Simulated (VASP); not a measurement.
# Ta (Pm-3n) in VASP: single point with PBE+D3(BJ)

Aim: the single point of Ta with PBE+D3(BJ).

Program: VASP 6.6.1. These are calculated values, not measurements. Logs are shortened: lines on timing, memory, paths and dates and some standing lists are left out, and cuts for length are marked.

## 1. The cell of the first run

The structure is cubic, space group Pm-3n (No. 223). The conventional cell has a = 5.261 Å, b = 5.261 Å, c = 5.261 Å, α = 90.00°, β = 90.00°, γ = 90.00°. Ta (site symmetry m-3) has 12 Ta at 2.94 Å within 3.9 Å. Ta (site symmetry -4m2) has 14 Ta at 2.63 to 3.22 Å within 3.5 Å.

## 2. Single point, PBE+D3(BJ)

Contents of INCAR:

```
PREC = Accurate
ENCUT = 520
EDIFF = 1E-7
ISMEAR = 0
SIGMA = 0.1
LREAL = F
LASPH = T
NELM = 100
ALGO = Fast
ISIF = 2
LWAVE = F
LCHARG = F
GGA = PE
IVDW = 12
NBANDS = 54
```

Contents of KPOINTS:

```
Automatic mesh
0
Gamma
  8 8 8
```

Contents of POSCAR:

```
Ta
1.0
    5.2610196186      0.0000000000      0.0000000000
    0.0000000000      5.2610196186      0.0000000000
    0.0000000000      0.0000000000      5.2610196186
Ta
8
Direct
    0.0000000000      0.0000000000      0.0000000000
    0.5000000000      0.5000000000      0.5000000000
    0.2500000000      0.0000000000      0.5000000000
    0.7500000000      0.0000000000      0.5000000000
    0.5000000000      0.7500000000      0.0000000000
    0.5000000000      0.2500000000      0.0000000000
    0.0000000000      0.5000000000      0.7500000000
    0.0000000000      0.5000000000      0.2500000000
```

Potentials or basis: VASP PAW PBE potentials, release 64 (Ta_pv).

On the command line:

```
$ cat potpaw_PBE.64/Ta_pv/POTCAR > POTCAR
$ mpirun -np 1 vasp_std > vasp.out
```

OUTCAR:

```text
PREC = Accurate
   ENCUT = 520
   EDIFF = 1E-7
   ISMEAR = 0
   LREAL = F
   LASPH = T
   NELM = 100
   ISIF = 2
   GGA = PE
   IVDW = 12
 IVDW          = 12

 ion  position               nearest neighbor table
   1  0.000  0.000  0.000-   3 2.94   4 2.94   5 2.94   6 2.94   7 2.94   8 2.94   3 2.94   4 2.94
                             7 2.94   8 2.94   5 2.94   6 2.94
   2  0.500  0.500  0.500-   3 2.94   4 2.94   5 2.94   6 2.94   7 2.94   8 2.94   5 2.94   6 2.94
                             3 2.94   4 2.94   7 2.94   8 2.94
   3  0.250  0.000  0.500-   4 2.63   4 2.63   1 2.94   1 2.94   2 2.94   2 2.94   8 3.22   5 3.22
                             5 3.22   6 3.22   6 3.22   7 3.22   8 3.22   7 3.22
   4  0.750  0.000  0.500-   3 2.63   3 2.63   1 2.94   1 2.94   2 2.94   2 2.94   8 3.22   5 3.22
                             5 3.22   6 3.22   6 3.22   7 3.22   8 3.22   7 3.22
   5  0.500  0.750  0.000-   6 2.63   6 2.63   1 2.94   2 2.94   2 2.94   1 2.94   8 3.22   4 3.22
                             3 3.22   4 3.22   3 3.22   7 3.22   7 3.22   8 3.22
   6  0.500  0.250  0.000-   5 2.63   5 2.63   1 2.94   2 2.94   2 2.94   1 2.94   8 3.22   4 3.22
                             3 3.22   4 3.22   3 3.22   7 3.22   7 3.22   8 3.22
   7  0.000  0.500  0.750-   8 2.63   8 2.63   1 2.94   2 2.94   1 2.94   2 2.94   3 3.22   4 3.22
                             5 3.22   3 3.22   4 3.22   6 3.22   5 3.22   6 3.22
   8  0.000  0.500  0.250-   7 2.63   7 2.63   1 2.94   2 2.94   1 2.94   2 2.94   3 3.22   4 3.22
                             5 3.22   3 3.22   4 3.22   6 3.22   5 3.22   6 3.22

  LATTYP: Found a simple cubic cell.
 ALAT       =     5.2610196186

  Lattice vectors:

 A1 = (   5.2610196186,   0.0000000000,   0.0000000000)
 A2 = (   0.0000000000,   5.2610196186,   0.0000000000)
 A3 = (   0.0000000000,   0.0000000000,   5.2610196186)

Analysis of symmetry for initial positions (statically):
=====================================================================
 Subroutine PRICEL returns:
 Original cell was already a primitive cell.

 Routine SETGRP: Setting up the symmetry group for a
 simple cubic supercell.

 Subroutine GETGRP returns: Found 48 space group operations
 (whereof 24 operations were pure point group operations)
 out of a pool of 48 trial point group operations.

The static configuration has the point symmetry T_h .
 The point group associated with its full space group is O_h .

Analysis of symmetry for dynamics (positions and initial velocities):
=====================================================================
 Subroutine PRICEL returns:
 Original cell was already a primitive cell.

 Routine SETGRP: Setting up the symmetry group for a
 simple cubic supercell.

 Subroutine GETGRP returns: Found 48 space group operations
 (whereof 24 operations were pure point group operations)
 out of a pool of 48 trial point group operations.

The dynamic configuration has the point symmetry T_h .
 The point group associated with its full space group is O_h .

 Subroutine INISYM returns: Found 48 space group operations
 (whereof 24 operations are pure point group operations),
 and found     1 'primitive' translations

----------------------------------------------------------------------------------------

                                     Primitive cell

  volume of cell :     145.6162

  direct lattice vectors                    reciprocal lattice vectors
     5.261019619  0.000000000  0.000000000     0.190077223  0.000000000  0.000000000
     0.000000000  5.261019619  0.000000000     0.000000000  0.190077223  0.000000000
     0.000000000  0.000000000  5.261019619     0.000000000  0.000000000  0.190077223

  length of vectors
     5.261019619  5.261019619  5.261019619     0.190077223  0.190077223  0.190077223

  position of ions in fractional coordinates (direct lattice)
     0.000000000  0.000000000  0.000000000
     0.500000000  0.500000000  0.500000000
     0.250000000  0.000000000  0.500000000
     0.750000000  0.000000000  0.500000000
     0.500000000  0.750000000  0.000000000
     0.500000000  0.250000000  0.000000000
     0.000000000  0.500000000  0.750000000
     0.000000000  0.500000000  0.250000000

  ion indices of the primitive-cell ions
   primitive index   ion index
                 1           1
                 2           2
                 3           3
                 4           4
                 5           5
                 6           6
                 7           7
                 8           8

----------------------------------------------------------------------------------------

 KPOINTS: Automatic mesh

Automatic generation of k-mesh.
 Grid dimensions read from file:
 generate k-points for:    8    8    8

 Generating k-lattice:

  Cartesian coordinates                     Fractional coordinates (reciprocal lattice)
     0.023759653  0.000000000  0.000000000     0.125000000  0.000000000  0.000000000
     0.000000000  0.023759653  0.000000000     0.000000000  0.125000000  0.000000000
     0.000000000  0.000000000  0.023759653     0.000000000  0.000000000  0.125000000

  Length of vectors
     0.023759653  0.023759653  0.023759653

  Shift w.r.t. Gamma in fractional coordinates (k-lattice)
     0.000000000  0.000000000  0.000000000

 Subroutine IBZKPT returns following result:
 ===========================================

 Found     35 irreducible k-points:

 Following reciprocal coordinates:
            Coordinates               Weight
  0.000000  0.000000  0.000000      1.000000
  0.125000  0.000000  0.000000      6.000000
  0.250000  0.000000  0.000000      6.000000
  0.375000  0.000000  0.000000      6.000000
  0.500000  0.000000  0.000000      3.000000
  0.125000  0.125000  0.000000     12.000000
[... 16 lines left out ...]
  0.375000  0.375000  0.125000     24.000000
  0.500000  0.375000  0.125000     24.000000
 [... further k-points ...]
   k-points           NKPTS =     35   k-points in BZ     NKDIM =     35   number of bands    NBANDS=     54
   number of dos      NEDOS =    301   number of ions     NIONS =      8
   total plane-waves  NPLWV =  64000
   dimension x,y,z NGX =    40 NGY =   40 NGZ =   40
   dimension x,y,z NGXF=    80 NGYF=   80 NGZF=   80
   ions per type =               8
   NGX,Y,Z   is equivalent  to a cutoff of  12.64, 12.64, 12.64 a.u.
   NGXF,Y,Z  is equivalent  to a cutoff of  25.28, 25.28, 25.28 a.u.
 SYSTEM =  unknown system
   PREC   = accura    normal or accurate (medium, high low for compatibility)
   ISTART =      0    job   : 0-new  1-cont  2-samecut
   ICHARG =      2    charge: 1-file 2-atom 10-const
   ISPIN  =      1    spin polarized calculation?
   LNONCOLLINEAR =      F non collinear calculations
   LSORBIT =      F    spin-orbit coupling
   LASPH  =      T    aspherical Exc in radial PAW
   ENCUT  =  520.0 eV  38.22 Ry    6.18 a.u.   9.78  9.78  9.78*2*pi/ulx,y,z
   NELM   =    100;   NELMIN=  2; NELMDL= -5     # of ELM steps
   EDIFF  = 0.1E-06   stopping-criterion for ELM
   LREAL  =      F    real-space projection
   EDIFFG = 0.1E-05   stopping-criterion for IOM
   NSW    =      0    number of steps for IOM
   IBRION =     -1    ionic relax: 0-MD 1-quasi-New 2-CG
   NFREE  =      0    steps in history (QN), initial steepest desc. (CG)
   ISIF   =      2    stress and relaxation
   ISYM   =      2    0-nonsym 1-usesym 2-fastsym
   POTIM  = 0.5000    time-step for ionic-motion
   TEBEG  =    0.0;   TEEND  =   0.0 temperature during run
   PSTRESS=    0.0 pullay stress
   NELECT =      88.0000    total number of electrons
   NUPDOWN=      -1.0000    fix difference up-down
   EMIN   =  10.00;   EMAX   =-10.00  energy-range for DOS
   EFERMI =   0.00;   METHOD = LEGACY
   ISMEAR =     0;   SIGMA  =   0.10  broadening in eV -4-tet -1-fermi 0-gaus
   EFERMI_NEDOS =   21; number of points for ismear=-14 and -15
   IALGO  =     68    algorithm
   IMIX   =      4    mixing-type and parameters
     AMIX     =   0.40;   BMIX     =  1.00
     AMIX_MAG =   1.60;   BMIX_MAG =  1.00
  volume/ion in A,a.u.               =      18.20       122.83
  Fermi-wavevector in a.u.,A,eV,Ry     =   1.384095  2.615560 26.064927  1.915718
  Thomas-Fermi vector in A             =   2.508631
   LORBIT       =      0    0 simple, 1 ext, 2 COOP (PROOUT), +10 PAW based schemes
   GGA     = PE    functional components
   LHFCALC =     F    Hartree Fock is set to
   AEXX    =    0.0000 exact exchange contribution
   IVDW    =    12    specifies the selected vdW correction
   LEPSILON=     F    determine dielectric tensor
   LRPA    =     F    only Hartree local field effects (RPA)
 non-spin polarized calculation
 RMM-DIIS sequential band-by-band and
 Gauss-broadening in eV      SIGMA  =   0.10
  energy-cutoff  :      520.00
  volume of cell :      145.62
 maximum number of plane-waves:      3952
 NGX is ok and might be reduce to    40
   NGX = 19   NGY = 19   NGZ = 19

 number of electron      87.9999985 magnetization

 Free energy of the ion-electron system (eV)
  ---------------------------------------------------
  ext. energy  EPLUGINS =         0.00000000
  ---------------------------------------------------
  free energy    TOTEN  =       -94.20479477 eV

  energy without entropy =      -94.17237445  energy(sigma->0) =      -94.18858461

 E-fermi :   5.4957     XC(G=0): -12.5621

 val. band max:        5.4860518135   @ k =   0.2500   0.1250   0.0000
 cond. band min:       5.5185637974   @ k =   0.5000   0.3750   0.2500
 fundamental gap:      0.0325119839
 Fermi energy:         5.4957249151

 k-point     1 :       0.0000    0.0000    0.0000
  band No.  band energies     occupation
      1     -29.1899      2.00000
      2     -29.1899      2.00000
      3     -29.0572      2.00000
      4     -28.7713      2.00000
      5     -28.7713      2.00000
      6     -28.7713      2.00000
[... 46 lines left out ...]
     53       8.6163      0.00000
     54       8.6721      0.00000
[... 1309 lines left out ...]
     53       8.4340      0.00000
     54       9.0577      0.00000

 [... further k-points ...]

------------------------ aborting loop because EDIFF is reached ----------------------------------------

 Edisp (eV)   -5.24290

 E8    (eV) :    -2.7449

  FORCE on cell =-STRESS in cart. coord.  units (eV):
  Direction    XX          YY          ZZ          XY          YZ          ZX
  --------------------------------------------------------------------------------------
  -------------------------------------------------------------------------------------
  Total       0.09809     0.09809     0.09809    -0.00000     0.00000    -0.00000
  in kB       1.07931     1.07931     1.07931    -0.00000     0.00000    -0.00000
  external pressure =        1.08 kB  Pullay stress =        0.00 kB

 VOLUME and BASIS-vectors are now :
 -----------------------------------------------------------------------------
  energy-cutoff  :      520.00
  volume of cell :      145.62
      direct lattice vectors                 reciprocal lattice vectors
     5.261019619  0.000000000  0.000000000     0.190077223  0.000000000  0.000000000
     0.000000000  5.261019619  0.000000000     0.000000000  0.190077223  0.000000000
     0.000000000  0.000000000  5.261019619     0.000000000  0.000000000  0.190077223

 POSITION                                       TOTAL-FORCE (eV/Angst)
 -----------------------------------------------------------------------------------
      0.00000      0.00000      0.00000         0.000000      0.000000      0.000000
      2.63051      2.63051      2.63051         0.000000      0.000000      0.000000
      1.31525      0.00000      2.63051        -0.000000     -0.000000     -0.000000
      3.94576      0.00000      2.63051         0.000000     -0.000000      0.000000
      2.63051      3.94576      0.00000        -0.000000      0.000000      0.000000
      2.63051      1.31525      0.00000        -0.000000      0.000000     -0.000000
      0.00000      2.63051      3.94576         0.000000     -0.000000     -0.000000
      0.00000      2.63051      1.31525        -0.000000      0.000000      0.000000
 -----------------------------------------------------------------------------------
    total drift:                               -0.000000     -0.000000      0.000000

  FREE ENERGIE OF THE ION-ELECTRON SYSTEM (eV)
  ---------------------------------------------------
  free  energy   TOTEN  =       -99.4476900799 eV

  energy  without entropy=      -99.4152697625  energy(sigma->0) =      -99.43147992
```

Run time: 5.2 min. Hardware: 1 thread of AMD EPYC 7R13 (Zen 3), shared host; peak memory 0.33 GiB.

What came out:

| Property | Result |
| --- | --- |
| Free energy | -99.4477 eV |
| Pressure | 0.1 GPa |
| Band gap on the k mesh | zero (band 44 reaches 5.54 eV, above the bottom of band 45 at 5.37 eV) |
| Dispersion energy per atom | -0.655 eV |

Caveat: spin-orbit coupling is left out, which moves the levels of the heavy elements; pairwise dispersion overbinds metals, which lowers pressure and volume.
